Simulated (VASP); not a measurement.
# Rh (I4_1/amd) in VASP: notebook, part 2 of 2

VASP 6.6.1.

### Step 3. Single point, PBE

INCAR

```
ALGO     = Normal         # electronic algorithm
EDIFF    = 1E-6           # SCF threshold, eV
ENCUT    = 520            # plane-wave cutoff, eV
GGA      = PE             # functional
ISIF     = 2              # what is computed and relaxed
ISMEAR   = -1             # smearing method
LASPH    = True           # aspherical terms in the spheres
LCHARG   = False          # write CHGCAR
LREAL    = False          # projectors in reciprocal space
LWAVE    = False          # write WAVECAR
NBANDS   = 22             # bands
NELM     = 60             # most SCF steps
PREC     = Accurate       # precision mode
SIGMA    = 0.05           # smearing width, eV
```

KPOINTS

```
k-points
0
Gamma
  20 20 20
```

POSCAR

```
Rh
1.0
   -1.9828349485      1.9828349485      1.0902918792
    1.9828349485     -1.9828349485      1.0902918792
    1.9828349485      1.9828349485     -1.0902918792
Rh
2
Direct
   -0.3750000000     -0.1250000000     -0.2500000000
    0.3750000000      0.1250000000      0.2500000000
```

Potentials or basis: VASP PAW PBE potentials, release 64 (Rh_pv).

Command:

```sh
$ cat potpaw_PBE.64/Rh_pv/POTCAR > POTCAR
$ mpirun -np 1 vasp_std > vasp.out
```

OUTCAR:

```text
EDIFF = 1E-6
   ENCUT = 520
   GGA = PE
   ISIF = 2
   ISMEAR = -1
   LASPH = True
   LREAL = False
   NELM = 60
   PREC = Accurate

 ion  position               nearest neighbor table
   1  0.625  0.875  0.750-   2 2.06   2 2.06   2 2.06   2 2.06   2 2.57   2 2.57   2 2.57   2 2.57

   2  0.375  0.125  0.250-   1 2.06   1 2.06   1 2.06   1 2.06   1 2.57   1 2.57   1 2.57   1 2.57

  LATTYP: Found a body centered tetragonal cell.
 ALAT       =     3.9656698970
 C/A-ratio  =     0.5498651716

  Lattice vectors:

 A1 = (  -1.9828349485,   1.9828349485,   1.0902918792)
 A2 = (   1.9828349485,  -1.9828349485,   1.0902918792)
 A3 = (   1.9828349485,   1.9828349485,  -1.0902918792)

Analysis of symmetry for initial positions (statically):
=====================================================================
 Subroutine PRICEL returns:
 Original cell was already a primitive cell.

 Routine SETGRP: Setting up the symmetry group for a
 body centered tetragonal supercell.

 Subroutine GETGRP returns: Found 16 space group operations
 (whereof  4 operations were pure point group operations)
 out of a pool of 16 trial point group operations.

The static configuration has the point symmetry C_2h.
 The point group associated with its full space group is D_4h.

Analysis of symmetry for dynamics (positions and initial velocities):
=====================================================================
 Subroutine PRICEL returns:
 Original cell was already a primitive cell.

 Routine SETGRP: Setting up the symmetry group for a
 body centered tetragonal supercell.

 Subroutine GETGRP returns: Found 16 space group operations
 (whereof  4 operations were pure point group operations)
 out of a pool of 16 trial point group operations.

[... 112 lines left out ...]
   NELECT =      30.0000    total number of electrons
   NUPDOWN=      -1.0000    fix difference up-down
   EMIN   =  10.00;   EMAX   =-10.00  energy-range for DOS
   EFERMI =   0.00;   METHOD = LEGACY
   ISMEAR =    -1;   SIGMA  =   0.05  broadening in eV -4-tet -1-fermi 0-gaus
   EFERMI_NEDOS =   21; number of points for ismear=-14 and -15
   IALGO  =     38    algorithm
   IMIX   =      4    mixing-type and parameters
     AMIX     =   0.40;   BMIX     =  1.00
     AMIX_MAG =   1.60;   BMIX_MAG =  1.00
  volume/ion in A,a.u.               =       8.57        57.86
  Fermi-wavevector in a.u.,A,eV,Ry     =   1.972680  3.727824 52.946608  3.891466
  Thomas-Fermi vector in A             =   2.994899
   LORBIT       =      0    0 simple, 1 ext, 2 COOP (PROOUT), +10 PAW based schemes
   GGA     = PE    functional components
   LHFCALC =     F    Hartree Fock is set to
   AEXX    =    0.0000 exact exchange contribution
   IVDW    =     0    specifies the selected vdW correction
   LEPSILON=     F    determine dielectric tensor
   LRPA    =     F    only Hartree local field effects (RPA)
 non-spin polarized calculation
  energy-cutoff  :      520.00
  volume of cell :       17.15
 maximum number of plane-waves:       482
   NGX = 11   NGY = 11   NGZ = 11

 number of electron      29.9999994 magnetization

 Free energy of the ion-electron system (eV)
  ---------------------------------------------------
  ext. energy  EPLUGINS =         0.00000000
  ---------------------------------------------------
  free energy    TOTEN  =        -0.31845839 eV

  energy without entropy =       -0.30590110  energy(sigma->0) =       -0.31217975

 E-fermi :  22.9116     XC(G=0): -17.1802

 val. band max:       22.9089202936   @ k =  -0.4000   0.1500   0.0500
 cond. band min:      22.9147027503   @ k =   0.5000   0.4500   0.0000
 fundamental gap:      0.0057824566
 Fermi energy:        22.9115637956

 k-point     1 :       0.0000    0.0000    0.0000
  band No.  band energies     occupation
      1     -27.6058      2.00000
      2     -27.6058      2.00000
      3     -24.2676      2.00000
      4     -24.2156      2.00000
      5     -24.0387      2.00000
      6     -24.0387      2.00000
[... 589 lines left out ...]
     21      42.6257      0.00000
     22      42.6367      0.00000

 [... further k-points ...]

------------------------ aborting loop because EDIFF is reached ----------------------------------------

  FORCE on cell =-STRESS in cart. coord.  units (eV):
  Direction    XX          YY          ZZ          XY          YZ          ZX
  --------------------------------------------------------------------------------------
  -------------------------------------------------------------------------------------
  Total       56.8396069     56.8396069     56.3983967     -0.0000000     -0.0000000     -0.0000000
  in kB     5311.1155407   5311.1155407   5269.8886887     -0.0000000     -0.0000000     -0.0000000
  external PRESSURE =    5297.3732567 kB  Pullay stress =       0.0000000 kB

 VOLUME and BASIS-vectors are now :
 -----------------------------------------------------------------------------
  energy-cutoff  :      520.00
  volume of cell :       17.15
      direct lattice vectors                 reciprocal lattice vectors
    -1.982834949  1.982834949  1.090291879     0.000000000  0.252164206  0.458592795
     1.982834949 -1.982834949  1.090291879     0.252164206  0.000000000  0.458592795
     1.982834949  1.982834949 -1.090291879     0.252164206  0.252164206  0.000000000

 POSITION                                       TOTAL-FORCE (eV/Angst)
 -----------------------------------------------------------------------------------
      1.98283      0.99142      0.81772        -0.000000      0.000000      0.000000
     -0.00000      0.99142      0.27257         0.000000     -0.000000     -0.000000
 -----------------------------------------------------------------------------------
    total drift:                               -0.000000      0.000000      0.000000

  FREE ENERGIE OF THE ION-ELECTRON SYSTEM (eV)
  ---------------------------------------------------
  free  energy   TOTEN  =        -0.3184583916 eV

  energy  without entropy=       -0.3059010986  energy(sigma->0) =       -0.31217975
```

Wall time 4.1 min (1 thread of Intel Xeon 8259CL, shared host); peak memory 0.3 GiB.

Results:

```yaml
Free_energy: -0.3185 eV
Pressure: 529.7 GPa
Band_gap_on_the_k_mesh: zero (bands 15 and 16 overlap by 5.07 eV)
```

Stress tensor (GPa, compression positive):
```
531.11   0.00   0.00
  0.00 531.11   0.00
  0.00   0.00 526.99
```

Levels at points of the mesh, in eV from the Fermi level:
```
           k point  band 12  band 13  band 14  band 15  band 16  band 17  band 18  band 19
(0.00, 0.00, 0.00)    -2.38    -2.38    -2.24    -2.24     2.49     4.91     9.62     9.62
(0.50, 0.00, 0.00)    -4.25    -1.87    -0.93     1.01     1.34     6.09    11.40    11.93
(0.50, 0.50, 0.00)    -6.03    -1.42    -1.42    -0.05    -0.05     0.93     0.93    15.38
(0.50, 0.50, 0.50)    -3.31    -2.13    -2.13    -1.32    -1.32     0.18     0.18    14.11
```

Caveat: the cell stands under pressure.
